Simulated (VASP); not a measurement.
# KF (Fm-3m) in VASP: notebook, part 2 of 2

VASP 6.6.1.

## 5. Single point, PBE (19.51 Å³/atom)

This run uses another cell than the first one, of 19.51 Å³/atom.

Contents of INCAR:

```
  ALGO = Normal
  EDIFF = 1E-6
  ENCUT = 520
  GGA = PE
  ISIF = 2
  ISMEAR = 0
  LASPH = True
  LCHARG = True
  LELF = True
  LREAL = False
  LVHAR = True
  LWAVE = False
  NBANDS = 15
  NELM = 80
  PREC = Accurate
  SIGMA = 0.05
```

Contents of KPOINTS:

```
k-points
0
Gamma
  12 12 12
```

Contents of POSCAR:

```
KF
1.0
    0.0000000000      2.6920558447      2.6920558447
    2.6920558447      0.0000000000      2.6920558447
    2.6920558447      2.6920558447      0.0000000000
K F
1 1
Direct
    0.0000000000      0.0000000000      0.0000000000
    0.5000000000      0.5000000000      0.5000000000
```

Potentials or basis: VASP PAW PBE potentials, release 64 (K_sv, F).

On the command line:

```console
$ cat potpaw_PBE.64/K_sv/POTCAR potpaw_PBE.64/F/POTCAR > POTCAR
$ mpirun -np 1 vasp_std > vasp.out
```

OUTCAR:

```text
EDIFF = 1E-6
   ENCUT = 520
   GGA = PE
   ISIF = 2
   ISMEAR = 0
   LASPH = True
   LREAL = False
   NELM = 80
   PREC = Accurate

 ion  position               nearest neighbor table
   1  0.000  0.000  0.000-   2 2.69   2 2.69   2 2.69   2 2.69   2 2.69   2 2.69
   2  0.500  0.500  0.500-   1 2.69   1 2.69   1 2.69   1 2.69   1 2.69   1 2.69

  LATTYP: Found a face centered cubic cell.
 ALAT       =     5.3841116894

  Lattice vectors:

 A1 = (   0.0000000000,   2.6920558447,   2.6920558447)
 A2 = (   2.6920558447,   0.0000000000,   2.6920558447)
 A3 = (   2.6920558447,   2.6920558447,   0.0000000000)

Analysis of symmetry for initial positions (statically):
=====================================================================
 Subroutine PRICEL returns:
 Original cell was already a primitive cell.

 Routine SETGRP: Setting up the symmetry group for a
 face centered cubic supercell.

 Subroutine GETGRP returns: Found 48 space group operations
 (whereof 48 operations were pure point group operations)
 out of a pool of 48 trial point group operations.

The static configuration has the point symmetry O_h .

Analysis of symmetry for dynamics (positions and initial velocities):
=====================================================================
 Subroutine PRICEL returns:
 Original cell was already a primitive cell.

 Routine SETGRP: Setting up the symmetry group for a
 face centered cubic supercell.

 Subroutine GETGRP returns: Found 48 space group operations
 (whereof 48 operations were pure point group operations)
 out of a pool of 48 trial point group operations.

The dynamic configuration has the point symmetry O_h .

 Subroutine INISYM returns: Found 48 space group operations
 (whereof 48 operations are pure point group operations),
 and found     1 'primitive' translations

----------------------------------------------------------------------------------------

                                     Primitive cell

  volume of cell :      39.0195

[... 119 lines left out ...]
 non-spin polarized calculation
 Gauss-broadening in eV      SIGMA  =   0.05
  energy-cutoff  :      520.00
  volume of cell :       39.02
 maximum number of plane-waves:      1067
   NGX = 15   NGY = 15   NGZ = 15

 number of electron      15.9999990 magnetization

 Free energy of the ion-electron system (eV)
  ---------------------------------------------------
  ext. energy  EPLUGINS =         0.00000000
  ---------------------------------------------------
  free energy    TOTEN  =        -8.29670277 eV

  energy without entropy =       -8.29670277  energy(sigma->0) =       -8.29670277

 E-fermi :  -2.6416     XC(G=0):  -8.3018

 val. band max:       -2.8637057796   @ k =   0.0000   0.0000   0.0000
 cond. band min:       3.1848915757   @ k =   0.0000   0.0000   0.0000
 fundamental gap:      6.0485973552
 Fermi energy:        -2.6416493130

 k-point     1 :       0.0000    0.0000    0.0000
  band No.  band energies     occupation
      1     -29.0647      2.00000
      2     -21.5086      2.00000
      3     -12.3311      2.00000
      4     -12.3311      2.00000
      5     -12.3311      2.00000
      6      -2.8637      2.00000
      7      -2.8637      2.00000
      8      -2.8637      2.00000
      9       3.1849      0.00000
     10       7.7520      0.00000
     11       7.7520      0.00000
     12       7.7520      0.00000
     13       9.3939      0.00000
     14       9.3939      0.00000
[... 401 lines left out ...]
      2     -21.5712      2.00000
      3     -12.6142      2.00000
      4     -12.4700      2.00000
      5     -12.3898      2.00000
      6      -3.4962      2.00000
      7      -3.1678      2.00000
      8      -3.1248      2.00000
      9       6.3053      0.00000
     10       7.2800      0.00000
     11       8.8473      0.00000
     12       9.4346      0.00000
     13      10.9945      0.00000
     14      11.7027      0.00000
     15      12.5062      0.00000

 [... further k-points ...]

------------------------ aborting loop because EDIFF is reached ----------------------------------------

  FORCE on cell =-STRESS in cart. coord.  units (eV):
  Direction    XX          YY          ZZ          XY          YZ          ZX
  --------------------------------------------------------------------------------------
  -------------------------------------------------------------------------------------
  Total        0.1566834      0.1566834      0.1566834      0.0000000     -0.0000000     -0.0000000
  in kB        6.4335586      6.4335586      6.4335586      0.0000000     -0.0000000     -0.0000000
  external PRESSURE =       6.4335586 kB  Pullay stress =       0.0000000 kB

 VOLUME and BASIS-vectors are now :
 -----------------------------------------------------------------------------
  energy-cutoff  :      520.00
  volume of cell :       39.02
      direct lattice vectors                 reciprocal lattice vectors
     0.000000000  2.692055845  2.692055845    -0.185731660  0.185731660  0.185731660
     2.692055845  0.000000000  2.692055845     0.185731660 -0.185731660  0.185731660
     2.692055845  2.692055845  0.000000000     0.185731660  0.185731660 -0.185731660

 POSITION                                       TOTAL-FORCE (eV/Angst)
 -----------------------------------------------------------------------------------
      0.00000      0.00000      0.00000         0.000000      0.000000     -0.000000
      2.69206      2.69206      2.69206        -0.000000     -0.000000      0.000000
 -----------------------------------------------------------------------------------
    total drift:                                0.000000      0.000000      0.000000

  FREE ENERGIE OF THE ION-ELECTRON SYSTEM (eV)
  ---------------------------------------------------
  free  energy   TOTEN  =        -8.2967027711 eV

  energy  without entropy=       -8.2967027711  energy(sigma->0) =       -8.29670277
```

OSZICAR:

```text
N       E                     dE             d eps       ncg     rms          rms(c)
DAV:   1     0.112479102932E+03    0.11248E+03   -0.82111E+03  2160   0.103E+03
DAV:   2    -0.490834566921E+01   -0.11739E+03   -0.10827E+03  2850   0.285E+02
DAV:   3    -0.945740032931E+01   -0.45491E+01   -0.45303E+01  2890   0.499E+01
DAV:   4    -0.956574365069E+01   -0.10834E+00   -0.10833E+00  2879   0.725E+00
DAV:   5    -0.956700470944E+01   -0.12611E-02   -0.12611E-02  2913   0.667E-01    0.630E+00
DAV:   6    -0.832878546199E+01    0.12382E+01   -0.35439E+00  2293   0.145E+01    0.390E+00
DAV:   7    -0.829920416446E+01    0.29581E-01   -0.65817E-02  2643   0.222E+00    0.218E+00
DAV:   8    -0.829439291272E+01    0.48113E-02   -0.52265E-02  2405   0.224E+00    0.197E-01
DAV:   9    -0.829599068290E+01   -0.15978E-02   -0.38656E-03  2811   0.514E-01    0.122E-01
DAV:  10    -0.829657211183E+01   -0.58143E-03   -0.47428E-04  2300   0.186E-01    0.629E-02
DAV:  11    -0.829670365382E+01   -0.13154E-03   -0.13059E-04  2300   0.948E-02    0.193E-02
DAV:  12    -0.829670271914E+01    0.93467E-06   -0.12701E-05  2609   0.348E-02    0.432E-03
DAV:  13    -0.829670277114E+01   -0.51994E-07   -0.21677E-06  2377   0.131E-02
   1 F= -.82967028E+01 E0= -.82967028E+01  d E =-.266861E-12
```

stdout:

```text
POSCAR found type information on POSCAR K F
 POSCAR found :  2 types and       2 ions
 scaLAPACK will be used
 LDA part: xc-table for (Slater+PW92), standard interpolation
 POSCAR, INCAR and KPOINTS ok, starting setup
 FFT: planning ... GRIDC
 FFT: planning ... GRID_SOFT
 FFT: planning ... GRID
 WAVECAR not read
 entering main loop
```

It took 85 s on 1 thread of AMD EPYC 7R13, shared host; peak memory 0.15 GiB.

What came out:

| Item | Value |
| --- | --- |
| Free energy | -8.2967 eV |
| Pressure | 0.6 GPa |
| Band gap on the k mesh | 6.05 eV |

A k mesh can miss the band edges. PBE gaps usually lie below the measured ones, often by a third to a half.

## 6. Single point, PBE (19.91 Å³/atom)

This run uses another cell than the first one, of 19.91 Å³/atom.

Contents of INCAR:

```
PREC     = Accurate       # precision mode
ENCUT    = 520            # plane-wave cutoff, eV
EDIFF    = 1E-7           # SCF threshold, eV
ISMEAR   = 0              # smearing method
SIGMA    = 0.05           # smearing width, eV
LREAL    = False          # projectors in reciprocal space
LASPH    = True           # aspherical terms in the spheres
NELM     = 60             # most SCF steps
ALGO     = Normal         # electronic algorithm
ISIF     = 2              # what is computed and relaxed
LWAVE    = False          # write WAVECAR
LCHARG   = False          # write CHGCAR
GGA      = PE             # functional
NBANDS   = 15             # bands
```

Contents of KPOINTS:

```
Automatic mesh
0
Gamma
  12 12 12
```

Contents of POSCAR:

```
KF
1.0
    0.0000000000      2.7102459630      2.7102459630
    2.7102459630      0.0000000000      2.7102459630
    2.7102459630      2.7102459630      0.0000000000
K F
1 1
Direct
    0.0000000000      0.0000000000      0.0000000000
    0.5000000000      0.5000000000      0.5000000000
```

Potentials or basis: VASP PAW PBE potentials, release 64 (K_sv, F).

On the command line:

```console
$ cat potpaw_PBE.64/K_sv/POTCAR potpaw_PBE.64/F/POTCAR > POTCAR
$ mpirun -np 1 vasp_std > vasp.out
```

OUTCAR:

```text
PREC = Accurate
   ENCUT = 520
   EDIFF = 1E-7
   ISMEAR = 0
   LREAL = False
   LASPH = True
   NELM = 60
   ISIF = 2
   GGA = PE

 ion  position               nearest neighbor table
   1  0.000  0.000  0.000-   2 2.71   2 2.71   2 2.71   2 2.71   2 2.71   2 2.71
   2  0.500  0.500  0.500-   1 2.71   1 2.71   1 2.71   1 2.71   1 2.71   1 2.71

  LATTYP: Found a face centered cubic cell.
 ALAT       =     5.4204919260

  Lattice vectors:

 A1 = (   0.0000000000,   2.7102459630,   2.7102459630)
[... 619 lines left out ...]
------------------------ aborting loop because EDIFF is reached ----------------------------------------

  FORCE on cell =-STRESS in cart. coord.  units (eV):
  Direction    XX          YY          ZZ          XY          YZ          ZX
  --------------------------------------------------------------------------------------
  -------------------------------------------------------------------------------------
  Total        0.0046189      0.0046189      0.0046189      0.0000000      0.0000000      0.0000000
  in kB        0.1858644      0.1858644      0.1858644      0.0000000      0.0000000      0.0000000
  external PRESSURE =       0.1858644 kB  Pullay stress =       0.0000000 kB

 VOLUME and BASIS-vectors are now :
 -----------------------------------------------------------------------------
  energy-cutoff  :      520.00
  volume of cell :       39.82
      direct lattice vectors                 reciprocal lattice vectors
     0.000000000  2.710245963  2.710245963    -0.184485101  0.184485101  0.184485101
     2.710245963  0.000000000  2.710245963     0.184485101 -0.184485101  0.184485101
     2.710245963  2.710245963  0.000000000     0.184485101  0.184485101 -0.184485101

 POSITION                                       TOTAL-FORCE (eV/Angst)
 -----------------------------------------------------------------------------------
      0.00000      0.00000      0.00000        -0.000000     -0.000000     -0.000000
      2.71025      2.71025      2.71025         0.000000      0.000000      0.000000
 -----------------------------------------------------------------------------------
    total drift:                                0.000000      0.000000      0.000000

  FREE ENERGIE OF THE ION-ELECTRON SYSTEM (eV)
  ---------------------------------------------------
  free  energy   TOTEN  =        -8.2992913487 eV

  energy  without entropy=       -8.2992913487  energy(sigma->0) =       -8.29929135
```

OSZICAR:

```text
N       E                     dE             d eps       ncg     rms          rms(c)
DAV:   1     0.110988987482E+03    0.11099E+03   -0.80966E+03  2168   0.102E+03
DAV:   2    -0.479858980869E+01   -0.11579E+03   -0.10545E+03  2872   0.281E+02
DAV:   3    -0.944279474360E+01   -0.46442E+01   -0.46181E+01  2798   0.504E+01
DAV:   4    -0.957524036932E+01   -0.13245E+00   -0.13243E+00  2941   0.782E+00
DAV:   5    -0.957638736300E+01   -0.11470E-02   -0.11470E-02  2911   0.702E-01    0.627E+00
DAV:   6    -0.833301507652E+01    0.12434E+01   -0.35827E+00  2307   0.144E+01    0.380E+00
DAV:   7    -0.830213275519E+01    0.30882E-01   -0.66248E-02  2629   0.221E+00    0.212E+00
DAV:   8    -0.829691321612E+01    0.52195E-02   -0.53500E-02  2412   0.225E+00    0.198E-01
DAV:   9    -0.829855648351E+01   -0.16433E-02   -0.38563E-03  2776   0.513E-01    0.122E-01
DAV:  10    -0.829915735100E+01   -0.60087E-03   -0.48240E-04  2286   0.186E-01    0.643E-02
DAV:  11    -0.829929183422E+01   -0.13448E-03   -0.13183E-04  2314   0.947E-02    0.190E-02
DAV:  12    -0.829929124844E+01    0.58577E-06   -0.12344E-05  2595   0.339E-02    0.426E-03
DAV:  13    -0.829929134869E+01   -0.10024E-06   -0.21710E-06  2356   0.129E-02    0.220E-03
DAV:  14    -0.829929134865E+01    0.37062E-10   -0.63675E-08  2277   0.233E-03
   1 F= -.82992913E+01 E0= -.82992913E+01  d E =-.440360E-13
```

stdout:

```text
POSCAR found type information on POSCAR K F
 POSCAR found :  2 types and       2 ions
 scaLAPACK will be used
 LDA part: xc-table for (Slater+PW92), standard interpolation
 POSCAR, INCAR and KPOINTS ok, starting setup
 FFT: planning ... GRIDC
 FFT: planning ... GRID_SOFT
 FFT: planning ... GRID
 WAVECAR not read
 entering main loop
```

It took 97 s on 1 thread of AMD EPYC 7R13, shared host; peak memory 0.16 GiB.

Results:

* Free energy: -8.2993 eV
* Pressure: 0.0 GPa
* Band gap on the k mesh: 5.95 eV

## 7. Summary

```tsv
cell	gap on the mesh (eV)	pressure (GPa)
a = 3.781 Å, angles 60.0°, 2 atoms	6.16	1.3
a = 3.793 Å, angles 60.0°, 2 atoms	6.10	1.0
a = 3.802 Å, angles 60.0°, 2 atoms	6.07	0.8
a = 3.807 Å, angles 60.0°, 2 atoms	6.05	0.6
a = 3.833 Å, angles 60.0°, 2 atoms	5.95	0.0
```

Alike in all rows: task single point; level PBE; potentials or basis VASP PAW PBE potentials, release 64 (K_sv, F); no spin polarisation; k mesh 12 × 12 × 12; cutoff (eV) 520; smearing gaussian 0.05 eV.

Absolute energies hang on the potentials; compare differences alone.
